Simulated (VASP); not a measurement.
A run of VASP 6.6.1:

INCAR

```
PREC = Accurate
ENCUT = 520
EDIFF = 1E-6
ISMEAR = 0
SIGMA = 0.1
LREAL = False
LASPH = True
NELM = 60
ALGO = Normal
ISIF = 2
LWAVE = False
LCHARG = True
GGA = PE
LELF = True
LVHAR = True
NBANDS = 34
```

Contents of KPOINTS:

```
regular mesh
0
Gamma
  10 10 6
```

File POSCAR:

```
Ag3SnSe
1.0
    4.0516321060      0.0000000000      0.0000000000
    0.0000000000      4.0516321060      0.0000000000
    0.0000000000      0.0000000000      6.9971973563
Ag Sn Se
3 1 1
Direct
    0.0000000000      0.5000000000      0.9393478842
    0.5000000000      0.0000000000      0.9393478842
    0.0000000000      0.0000000000      0.6224862799
    0.0000000000      0.0000000000      0.2295860040
    0.5000000000      0.5000000000      0.6292289676
```

Potentials or basis: VASP PAW PBE potentials, release 64 (Ag, Sn_d, Se).

Launch:

```bash
$ cat potpaw_PBE.64/Ag/POTCAR potpaw_PBE.64/Sn_d/POTCAR potpaw_PBE.64/Se/POTCAR > POTCAR
$ mpirun -np 1 vasp_std > vasp.out
```

Hardware: 1 thread of Oxide Virtual Turin-like Processor, on a shared host.

Problem. Estimate the wall time of this run.

Solution. Run time: 7.9 min on 1 thread of Oxide Virtual Turin-like Processor, on a shared host, peak memory 0.4 GiB. Counts: scf iterations 14, k points 84.
